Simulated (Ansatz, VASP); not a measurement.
## Two plane-wave programs on LiF

Contents of INCAR:

```
SYSTEM = LiF
  PREC = Accurate
  ENCUT = 520
  EDIFF = 1E-6
  ISMEAR = 0
  SIGMA = 0.05
  LREAL = .False.
  LASPH = .True.
  NELM = 60
  ALGO = Normal
  ISIF = 2
  LWAVE = .False.
  LCHARG = .False.
  NBANDS = 18
```

File KPOINTS:

```
Automatic mesh
0
Gamma
  9 9 6
  0 0 0
```

Contents of POSCAR:

```
LiF
1.0
    3.0300909680      0.0000000000      0.0000000000
   -1.5150454840      2.6241357541      0.0000000000
    0.0000000000      0.0000000000      4.6590208518
Li F
2 2
Direct
    0.3333333333      0.6666666667      0.3839784076
    0.6666666667      0.3333333333      0.8839784076
    0.3333333333      0.6666666667      0.9910195924
    0.6666666667      0.3333333333      0.4910195924
```

Input for Ansatz:

```yaml
crystal:
  lattice:
    - [3.030090968, 0.0, 0.0]
    - [-1.515045484, 2.6241357541, 0.0]
    - [0.0, 0.0, 4.6590208518]
  atoms:
    - { symbol: Li, position: [0.3333333333, 0.6666666667, 0.3839784076] }
    - { symbol: Li, position: [0.6666666667, 0.3333333333, 0.8839784076] }
    - { symbol: F, position: [0.3333333333, 0.6666666667, 0.9910195924] }
    - { symbol: F, position: [0.6666666667, 0.3333333333, 0.4910195924] }
basis:
  ecutwfc: 520.0
kpoints:
  mp_grid: { grid: [9, 9, 6] }
hamiltonian:
  xc: lda
scf:
  occupations: { method: gaussian, width: 0.05 }
output:
  forces: true
  stress: true
  eigenvalues: true
  write_density: true
  write_potential: true
  elf: true
  volumetric_format: npy
```

Alike in both runs: task single point; functional LDA; k mesh 9 × 9 × 6; occupations gaussian, width 0.05 eV; no spin polarisation.

```csv
,VASP,Ansatz
version,VASP 6.6.1,Ansatz 0.2.0
potentials or method,"VASP PAW LDA potentials, release 64 (Li_sv, F), cutoff 520 eV","scalar-relativistic, plane waves, PAW"
valence electrons in the cell,20,20
```

|  | VASP | Ansatz | Ansatz less VASP |
| --- | --- | --- | --- |
| gap on the k mesh at the Fermi level (eV) | 7.82 | 7.83 | +0.015 |
| least direct gap on the mesh (eV) | 7.82 | 7.83 | +0.015 |

LDA's correlation is that of Perdew and Zunger in VASP and of Perdew and Wang (1992) in Ansatz.

Noted on VASP's run: the cutoff is short for stress, so the pressure is rough.
